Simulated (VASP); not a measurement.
Write the native input for VASP 6.6.1 that does the following.

```
Task                   : single point
Functional             : PBE
Potentials or basis    : VASP PAW PBE potentials, release 64 (Ta_pv, N)
Cutoff                 : 520 eV
k mesh                 : 4 × 4 × 1
Occupations            : gaussian, width 0.1 eV
Spin                   : no spin polarisation
Dipole correction      : yes
Further INCAR settings : LREAL = Auto; ALGO = Normal; EDIFF = 1e-07; NBANDS = 104
```

The structure of Ta16N lies in POSCAR:

```
Ta16N
1.0
    6.6379342675      0.0000000000      0.0000000000
    0.0000000000      6.6379342675      0.0000000000
    0.0000000000      0.0000000000     20.2996559605
Ta N
16 1
Direct
    0.2500000000      0.2500000000      0.1970476745
    0.2500000000      0.7500000000      0.1970476745
    0.7500000000      0.2500000000      0.1970476745
    0.7500000000      0.7500000000      0.1970476745
    0.0000000000      0.0000000000      0.2787970189
    0.0000000000      0.5000000000      0.2787970189
    0.5000000000      0.0000000000      0.2787970189
    0.5000000000      0.5000000000      0.2787970189
    0.2500000000      0.2500000000      0.3599139072
    0.2500000000      0.7500000000      0.3599139072
    0.7500000000      0.2500000000      0.3599139072
    0.7500000000      0.7500000000      0.3599139072
    0.0000000000      0.0000000000      0.4334879358
    0.0000000000      0.5000000000      0.4334879358
    0.5000000000      0.0000000000      0.4334879358
    0.5000000000      0.5000000000      0.4334879358
    0.1875000000      0.1875000000      0.4671491034
```

The input as run:

INCAR

```
SYSTEM = Ta16N
PREC = Accurate ; ENCUT = 520
EDIFF = 1E-7 ; ISMEAR = 0
SIGMA = 0.1 ; LREAL = Auto
LASPH = .TRUE. ; NELM = 100
ALGO = Normal ; ISIF = 2
LWAVE = .FALSE. ; LCHARG = .FALSE.
LDIPOL = .TRUE. ; IDIPOL = 3
DIPOL = 0.5 0.5 0.326 ; GGA = PE
NBANDS = 104
```

KPOINTS

```
regular mesh
0
G
  4 4 1
  0 0 0
```

Potentials or basis: VASP PAW PBE potentials, release 64 (Ta_pv, N).

Command:

```bash
$ cat potpaw_PBE.64/Ta_pv/POTCAR potpaw_PBE.64/N/POTCAR > POTCAR
$ mpirun -np 1 vasp_std > vasp.out
```

Results of the run:

The largest force is 2.458 eV/Å.

Wall time 20 min on 1 thread of Intel(R) Xeon(R) 6975P-C (Granite Rapids) (shared host), peak memory 0.99 GiB.
